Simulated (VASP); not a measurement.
## SnO: single point with PBE-based screened hybrid

Crystal: SnO.

```
Sn O
1.0
     3.13193    0.00000    0.00000
     0.00000    3.13193    0.00000
     0.00000    0.00000    3.13193
Sn O
1 1
Direct
  0.00000 0.00000 0.00000
  0.50000 0.50000 0.50000
```

```yaml
Program: VASP 6.6.1
Task: single point
Functional: PBE-based screened hybrid
Potentials_or_basis: VASP PAW PBE potentials, release 64 (Sn_d, O)
Cutoff: 520 eV
k_mesh: 5 × 5 × 5
Occupations: fermi-dirac, width 0.05 eV
Spin: no spin polarisation
Dipole_correction: no
Grid_for_exact_exchange_PRECFOCK: Normal
Share_of_exact_exchange: 0.2
Further_INCAR_settings: ALGO = Normal; EDIFF = 1e-06; NBANDS = 17
Screening_parameter: 0.2 1/Å
```

```json
{"Pressure": "-3.0 GPa", "Band gap on the k mesh": "1.83 eV, indirect (least direct gap 2.32 eV)"}
```

Levels at points of the mesh, in eV from the valence-band top:
```csv
k point,band 8,band 9,band 10,band 11,band 12,band 13
"(0.00, 0.00, 0.00)",-2.31,-2.31,-2.31,9.30,9.30,9.51
```

It took 18 min on 1 thread of AMD EPYC 7R13, on a shared host, peak memory 0.22 GiB.

Caveat: the PAW data sets were made with another functional, which shifts forces and pressure a little; spin-orbit coupling is left out, which moves the levels of the heavy elements. A k mesh can miss the band edges.
